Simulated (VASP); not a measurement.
Wanted: the native input for a VASP 6.6.1 run.

* Task: single point
* Functional: PBEsol
* Potentials or basis: VASP PAW PBE potentials, release 64 (Mo_sv)
* Cutoff: 520 eV
* k mesh: 26 × 26 × 26
* Occupations: gaussian, width 0.15 eV
* Spin: no spin polarisation
* Dipole correction: no
* Further INCAR settings: ALGO = Normal; EDIFF = 1e-07; NBANDS = 13

The structure of Mo lies in POSCAR:

```
Mo
1.0
   -1.5646534271      1.5646534271      1.5646534271
    1.5646534271     -1.5646534271      1.5646534271
    1.5646534271      1.5646534271     -1.5646534271
Mo
1
Direct
    0.0000000000      0.0000000000      0.0000000000
```

These files were run (other wordings do the same):

INCAR

```
SYSTEM = Mo
PREC = Accurate ; ENCUT = 520
EDIFF = 1E-7 ; ISMEAR = 0
SIGMA = 0.15 ; LREAL = .False.
LASPH = .True. ; NELM = 60
ALGO = Normal ; ISIF = 2
LWAVE = .False. ; LCHARG = .False.
GGA = PS ; NBANDS = 13
```

KPOINTS

```
Automatic mesh
0
Gamma
  26 26 26
  0 0 0
```

Potentials or basis: VASP PAW PBE potentials, release 64 (Mo_sv).

The run is started by

```bash
$ cat potpaw_PBE.64/Mo_sv/POTCAR > POTCAR
$ mpirun -np 1 vasp_std > vasp.out
```

Results of the run:

The pressure is 0.7 GPa. The band gap on the k mesh is zero (band 7 reaches 16.92 eV, above the bottom of band 8 at 11.38 eV).

Caveat: the PAW data sets were made with another functional, which shifts forces and pressure a little.

Wall time 32 s on 1 thread of Intel(R) Xeon(R) 6975P-C (Granite Rapids) (shared host), peak memory 0.2 GiB.
